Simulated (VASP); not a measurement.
# Si (P2_1/c) in VASP: single point with PBE

Aim: the single point of Si with PBE.

All numbers are computed with VASP 6.6.1; they aren't measurements. Logs are shortened: lines on timing, memory, paths and dates and some standing lists are left out, and cuts for length are marked.

**1. The cell of the first run**

Symmetry: P2_1/c, No. 14, monoclinic system. Conventional cell: a = 11.613 Å, b = 5.470 Å, c = 3.868 Å, α = 90.00°, β = 92.39°, γ = 90.00°. Within 3.1 Å of Si (site symmetry 1) lie 4 Si at 2.37 Å. Within 3.1 Å of Si (site symmetry 1) lie 4 Si at 2.37 Å. Si (site symmetry 1) has 4 Si at 2.37 to 2.42 Å within 3.1 Å.

**2. Single point, PBE**

INCAR

```
SYSTEM = Si
ALGO = Normal ; EDIFF = 1E-6
ENCUT = 520 ; GGA = PE
ISIF = 2 ; ISMEAR = 0
LASPH = .TRUE. ; LCHARG = .FALSE.
LREAL = .FALSE. ; LWAVE = .FALSE.
NBANDS = 36 ; NELM = 60
PREC = Accurate ; SIGMA = 0.05
```

KPOINTS

```
k-points
0
G
  5 7 3
  0 0 0
```

POSCAR

```
Si
1.0
    5.4695214896      0.0000000000      0.0000000000
    0.0000000000      2.7347607448     -2.7347607448
    0.0000000000      8.5461273276      7.8624371414
Si
12
Direct
    0.5000000000     -0.0312479167      0.2499833333
    0.0000000000      0.4479187500      0.4166500000
    0.5000000000     -0.0729145833      0.5833166667
    0.0000000000      0.4062520833      0.7499833333
    0.5000000000     -0.1145812500      0.9166500000
    0.0000000000      0.4895854167      0.0833166667
    0.7500000000     -0.0520812500      0.4166500000
    0.2500000000      0.4270854167      0.5833166667
    0.7500000000     -0.0937479167      0.7499833333
    0.2500000000      0.3854187500      0.9166500000
    0.7500000000     -0.0104145833      0.0833166667
    0.2500000000      0.4687520833      0.2499833333
```

Potentials or basis: VASP PAW PBE potentials, release 64 (Si).

On the command line:

```sh
$ cat potpaw_PBE.64/Si/POTCAR > POTCAR
$ mpirun -np 1 vasp_std > vasp.out
```

OUTCAR:

```text
SYSTEM = Si
   EDIFF = 1E-6
   ENCUT = 520
   GGA = PE
   ISIF = 2
   ISMEAR = 0
   LASPH = .TRUE.
   LREAL = .FALSE.
   NELM = 60
   PREC = Accurate

 ion  position               nearest neighbor table
   1  0.500  0.969  0.250-  11 2.37  12 2.37  12 2.37   7 2.37
   2  0.000  0.448  0.417-   7 2.37   7 2.37  12 2.37   8 2.37
   3  0.500  0.927  0.583-   9 2.37   8 2.37   8 2.37   7 2.37
   4  0.000  0.406  0.750-   8 2.37   9 2.37   9 2.37  10 2.37
   5  0.500  0.885  0.917-  10 2.37  10 2.37   9 2.37  11 2.42
   6  0.000  0.490  0.083-  12 2.37  11 2.37  11 2.37  10 2.42
   7  0.750  0.948  0.417-   2 2.37   2 2.37   1 2.37   3 2.37
   8  0.250  0.427  0.583-   4 2.37   3 2.37   3 2.37   2 2.37
   9  0.750  0.906  0.750-   3 2.37   4 2.37   4 2.37   5 2.37
  10  0.250  0.385  0.917-   5 2.37   5 2.37   4 2.37   6 2.42
  11  0.750  0.990  0.083-   1 2.37   6 2.37   6 2.37   5 2.42
  12  0.250  0.469  0.250-   6 2.37   1 2.37   1 2.37   2 2.37

  LATTYP: Found a simple monoclinic cell.
 ALAT       =     3.8675357351
 B/A-ratio  =     1.4142135624
 C/A-ratio  =     3.0026030374
 COS(beta)  =    -0.0416305447

  Lattice vectors:

 A1 = (   0.0000000000,   2.7347607448,  -2.7347607448)
 A2 = (   5.4695214896,   0.0000000000,   0.0000000000)
 A3 = (   0.0000000000,  -8.5461273276,  -7.8624371414)

Analysis of symmetry for initial positions (statically):
=====================================================================
 Subroutine PRICEL returns:
 Original cell was already a primitive cell.

 Routine SETGRP: Setting up the symmetry group for a
 simple monoclinic supercell.

 Subroutine GETGRP returns: Found  4 space group operations
 (whereof  1 operations were pure point group operations)
 out of a pool of  4 trial point group operations.

The static configuration has the point symmetry C_1 .
 The point group associated with its full space group is C_2h.

Analysis of symmetry for dynamics (positions and initial velocities):
=====================================================================
 Subroutine PRICEL returns:
 Original cell was already a primitive cell.

 Routine SETGRP: Setting up the symmetry group for a
 simple monoclinic supercell.

 Subroutine GETGRP returns: Found  4 space group operations
 (whereof  1 operations were pure point group operations)
 out of a pool of  4 trial point group operations.

The dynamic configuration has the point symmetry C_1 .
 The point group associated with its full space group is C_2h.

 Subroutine INISYM returns: Found  4 space group operations
 (whereof  1 operations are pure point group operations),
 and found     1 'primitive' translations

----------------------------------------------------------------------------------------

                                     Primitive cell

  volume of cell :     245.4366

  direct lattice vectors                    reciprocal lattice vectors
     5.469521490  0.000000000  0.000000000     0.182831350  0.000000000  0.000000000
     0.000000000  2.734760745 -2.734760745     0.000000000  0.175213377 -0.190449323
     0.000000000  8.546127328  7.862437141     0.000000000  0.060943783  0.060943783

  length of vectors
     5.469521490  3.867535735 11.612674546     0.182831350  0.258786925  0.086187525

  position of ions in fractional coordinates (direct lattice)
     0.500000000  0.968752083  0.249983333
     0.000000000  0.447918750  0.416650000
     0.500000000  0.927085417  0.583316667
     0.000000000  0.406252083  0.749983333
     0.500000000  0.885418750  0.916650000
     0.000000000  0.489585417  0.083316667
     0.750000000  0.947918750  0.416650000
     0.250000000  0.427085417  0.583316667
     0.750000000  0.906252083  0.749983333
     0.250000000  0.385418750  0.916650000
     0.750000000  0.989585417  0.083316667
     0.250000000  0.468752083  0.249983333

  ion indices of the primitive-cell ions
   primitive index   ion index
                 1           1
                 2           2
                 3           3
                 4           4
                 5           5
                 6           6
                 7           7
                 8           8
                 9           9
                10          10
                11          11
                12          12

----------------------------------------------------------------------------------------

 KPOINTS: k-points

Automatic generation of k-mesh.
 Grid dimensions read from file:
 generate k-points for:    5    7    3

 Generating k-lattice:

  Cartesian coordinates                     Fractional coordinates (reciprocal lattice)
     0.036566270  0.000000000  0.000000000     0.200000000  0.000000000  0.000000000
     0.000000000  0.025030482 -0.027207046     0.000000000  0.142857143  0.000000000
     0.000000000  0.020314594  0.020314594     0.000000000  0.000000000  0.333333333

  Length of vectors
     0.036566270  0.036969561  0.028729175

  Shift w.r.t. Gamma in fractional coordinates (k-lattice)
     0.000000000  0.000000000  0.000000000

 Subroutine IBZKPT returns following result:
 ===========================================

 Found     33 irreducible k-points:

 Following reciprocal coordinates:
            Coordinates               Weight
  0.000000  0.000000  0.000000      1.000000
  0.200000  0.000000  0.000000      2.000000
  0.400000  0.000000  0.000000      2.000000
  0.000000  0.142857  0.000000      2.000000
  0.200000  0.142857  0.000000      4.000000
  0.400000  0.142857  0.000000      4.000000
[... 16 lines left out ...]
  0.200000  0.428571  0.333333      4.000000
  0.400000  0.428571  0.333333      4.000000
 [... further k-points ...]
   k-points           NKPTS =     33   k-points in BZ     NKDIM =     33   number of bands    NBANDS=     36
   number of dos      NEDOS =    301   number of ions     NIONS =     12
   total plane-waves  NPLWV = 113400
   dimension x,y,z NGX =    42 NGY =   30 NGZ =   90
   dimension x,y,z NGXF=    84 NGYF=   60 NGZF=  180
   ions per type =              12
   NGX,Y,Z   is equivalent  to a cutoff of  12.77, 12.90, 12.88 a.u.
   NGXF,Y,Z  is equivalent  to a cutoff of  25.53, 25.79, 25.77 a.u.
 SYSTEM =  Si
   PREC   = accura    normal or accurate (medium, high low for compatibility)
   ISTART =      0    job   : 0-new  1-cont  2-samecut
   ICHARG =      2    charge: 1-file 2-atom 10-const
   ISPIN  =      1    spin polarized calculation?
   LNONCOLLINEAR =      F non collinear calculations
   LSORBIT =      F    spin-orbit coupling
   LASPH  =      T    aspherical Exc in radial PAW
   ENCUT  =  520.0 eV  38.22 Ry    6.18 a.u.  10.17  7.19 21.59*2*pi/ulx,y,z
   NELM   =     60;   NELMIN=  2; NELMDL= -5     # of ELM steps
   EDIFF  = 0.1E-05   stopping-criterion for ELM
   LREAL  =      F    real-space projection
   EDIFFG = 0.1E-04   stopping-criterion for IOM
   NSW    =      0    number of steps for IOM
   IBRION =     -1    ionic relax: 0-MD 1-quasi-New 2-CG
   NFREE  =      0    steps in history (QN), initial steepest desc. (CG)
   ISIF   =      2    stress and relaxation
   ISYM   =      2    0-nonsym 1-usesym 2-fastsym
   POTIM  = 0.5000    time-step for ionic-motion
   TEBEG  =    0.0;   TEEND  =   0.0 temperature during run
   PSTRESS=    0.0 pullay stress
   NELECT =      48.0000    total number of electrons
   NUPDOWN=      -1.0000    fix difference up-down
   EMIN   =  10.00;   EMAX   =-10.00  energy-range for DOS
   EFERMI =   0.00;   METHOD = LEGACY
   ISMEAR =     0;   SIGMA  =   0.05  broadening in eV -4-tet -1-fermi 0-gaus
   EFERMI_NEDOS =   21; number of points for ismear=-14 and -15
   IALGO  =     38    algorithm
   IMIX   =      4    mixing-type and parameters
     AMIX     =   0.40;   BMIX     =  1.00
     AMIX_MAG =   1.60;   BMIX_MAG =  1.00
  volume/ion in A,a.u.               =      20.45       138.02
  Fermi-wavevector in a.u.,A,eV,Ry     =   0.950259  1.795730 12.285964  0.902993
  Thomas-Fermi vector in A             =   2.078619
   LORBIT       =      0    0 simple, 1 ext, 2 COOP (PROOUT), +10 PAW based schemes
   GGA     = PE    functional components
   LHFCALC =     F    Hartree Fock is set to
   AEXX    =    0.0000 exact exchange contribution
   IVDW    =     0    specifies the selected vdW correction
   LEPSILON=     F    determine dielectric tensor
   LRPA    =     F    only Hartree local field effects (RPA)
 non-spin polarized calculation
 Gauss-broadening in eV      SIGMA  =   0.05
  energy-cutoff  :      520.00
  volume of cell :      245.44
 maximum number of plane-waves:      6639
 NGX is ok and might be reduce to    42
   NGX = 21   NGY = 15   NGZ = 43

 number of electron      47.9999996 magnetization

 Free energy of the ion-electron system (eV)
  ---------------------------------------------------
  ext. energy  EPLUGINS =         0.00000000
  ---------------------------------------------------
  free energy    TOTEN  =       -64.83936790 eV

  energy without entropy =      -64.83936753  energy(sigma->0) =      -64.83936771

 E-fermi :   5.8707     XC(G=0):  -9.3346

 val. band max:        5.7355243980   @ k =   0.0000   0.0000   0.0000
 cond. band min:       6.0117262689   @ k =   0.0000  -0.4286   0.3333
 fundamental gap:      0.2762018709
 Fermi energy:         5.8706631624

 k-point     1 :       0.0000    0.0000    0.0000
  band No.  band energies     occupation
      1      -6.1910      2.00000
      2      -5.2649      2.00000
      3      -5.2569      2.00000
      4      -3.0127      2.00000
      5      -2.9944      2.00000
      6      -2.1358      2.00000
[... 28 lines left out ...]
     35       9.0136      0.00000
     36       9.0834      0.00000
[... 866 lines left out ...]
      6      -2.4320      2.00000
[... 28 lines left out ...]
     35       9.6783      0.00000
     36       9.7685      0.00000

 [... further k-points ...]

------------------------ aborting loop because EDIFF is reached ----------------------------------------

  FORCE on cell =-STRESS in cart. coord.  units (eV):
  Direction    XX          YY          ZZ          XY          YZ          ZX
  --------------------------------------------------------------------------------------
  -------------------------------------------------------------------------------------
  Total       -0.0805840     -3.8100645      2.4831024      0.0000000     -0.1028965      0.0000000
  in kB       -0.5260415    -24.8715956     16.2093633      0.0000000     -0.6716945      0.0000000
  external PRESSURE =      -3.0627579 kB  Pullay stress =       0.0000000 kB

 VOLUME and BASIS-vectors are now :
 -----------------------------------------------------------------------------
  energy-cutoff  :      520.00
  volume of cell :      245.44
      direct lattice vectors                 reciprocal lattice vectors
     5.469521490  0.000000000  0.000000000     0.182831350  0.000000000  0.000000000
     0.000000000  2.734760745 -2.734760745     0.000000000  0.175213377 -0.190449323
     0.000000000  8.546127328  7.862437141     0.000000000  0.060943783  0.060943783

 POSITION                                       TOTAL-FORCE (eV/Angst)
 -----------------------------------------------------------------------------------
      2.73476      4.78569     -0.68383        -0.010487     -0.073781      0.078825
      0.00000      4.78569      2.05093        -0.005611     -0.006158      0.005007
      2.73476      7.52046      2.05093        -0.005611      0.006158     -0.005007
      0.00000      7.52046      4.78569        -0.010487      0.073781     -0.078825
      2.73476     10.25522      4.78569         0.188443      0.421936     -0.150313
      0.00000      2.05093     -0.68383         0.188443     -0.421936      0.150313
      4.10214      6.15307      0.68355         0.005611     -0.006158      0.005007
      1.36738      6.15307      3.41831         0.005611      0.006158     -0.005007
      4.10214      8.88784      3.41831         0.010487      0.073781     -0.078825
      1.36738      8.88784      6.15307        -0.188443      0.421936     -0.150313
      4.10214      3.41831     -2.05121        -0.188443     -0.421936      0.150313
      1.36738      3.41831      0.68355         0.010487     -0.073781      0.078825
 -----------------------------------------------------------------------------------
    total drift:                                0.000000      0.000001     -0.000001

  FREE ENERGIE OF THE ION-ELECTRON SYSTEM (eV)
  ---------------------------------------------------
  free  energy   TOTEN  =       -64.8393678958 eV

  energy  without entropy=      -64.8393675275  energy(sigma->0) =      -64.83936771
```

Run time: 2.3 min. Hardware: 1 thread of Intel Xeon 6975P-C (Granite Rapids), shared host; peak memory 0.42 GiB.

What came out:

- Free energy: -64.8394 eV
- Pressure: -0.3 GPa
- Largest force: 0.486 eV/Å
- Band gap on the k mesh: 0.28 eV, indirect (least direct gap 0.62 eV)

Forces on the atoms (eV/Å):
```
Si  -0.010 -0.074  0.079
Si  -0.006 -0.006  0.005
Si  -0.006  0.006 -0.005
Si  -0.010  0.074 -0.079
Si   0.188  0.422 -0.150
Si   0.188 -0.422  0.150
Si   0.006 -0.006  0.005
Si   0.006  0.006 -0.005
Si   0.010  0.074 -0.079
Si  -0.188  0.422 -0.150
Si  -0.188 -0.422  0.150
Si   0.010 -0.074  0.079
```

Stress tensor (GPa, compression positive):
```
-0.05  0.00  0.00
 0.00 -2.49 -0.07
 0.00 -0.07  1.62
```

A k mesh can miss the band edges.
